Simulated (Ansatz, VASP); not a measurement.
**KCl: VASP beside Ansatz**

```
K Cl
1.0
     0.00000    3.18918    3.18918
     3.18918    0.00000    3.18918
     3.18918    3.18918    0.00000
K Cl
1 1
Direct
  0.00000 0.00000 0.00000
  0.50000 0.50000 0.50000
```

Alike in both runs: task single point; functional r2SCAN; k mesh 6 × 6 × 6; occupations gaussian, width 0.02 eV; no spin polarisation.

|  | VASP | Ansatz |
| --- | --- | --- |
| version | VASP 6.6.1 | Ansatz 0.2.0 |
| potentials or method | VASP PAW PBE potentials, release 64 (K_sv, Cl), cutoff 520 eV | scalar-relativistic, plane waves, PAW |
| valence electrons in the cell | 16 | 16 |

```csv
,VASP,Ansatz,Ansatz less VASP
gap on the k mesh at the Fermi level (eV),5.69,5.69,-0.004
least direct gap on the mesh (eV),5.69,5.69,-0.004
pressure (GPa),-0.7,-0.7,+0.03
```

VASP's potentials were made for PBE, not for r2SCAN.
